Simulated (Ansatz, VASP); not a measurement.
# Be: VASP beside Ansatz

```
CELL_PARAMETERS angstrom
-1.26553 1.26553 1.26553
1.26553 -1.26553 1.26553
1.26553 1.26553 -1.26553
ATOMIC_POSITIONS crystal
Be 0.00000 0.00000 0.00000
```

Change from the starting cell: volume scaled by 1.03, PAW files.

Alike in both runs: task electric field gradients; functional PBEsol; k mesh 23 × 23 × 23; occupations fermi-dirac, width 0.03 eV; no spin polarisation.

|  | VASP | Ansatz |
| --- | --- | --- |
| version | VASP 6.6.1 | Ansatz 0.2.0 |
| potentials or method | VASP PAW PBE potentials, release 64 (Be) | PAW with Ansatz's default frozen-core files, scalar-relativistic |
| plane-wave cutoff (eV) | 520 | 420 |
| valence electrons in the cell | 2 | 2 |

|  | VASP | Ansatz | Ansatz less VASP |
| --- | --- | --- | --- |
| pressure (GPa) | -5.0 | -5.3 | -0.34 |

VASP's potentials were made for PBE, not for PBEsol. With one functional, cell and mesh, what is left measures potentials, basis and numerics.
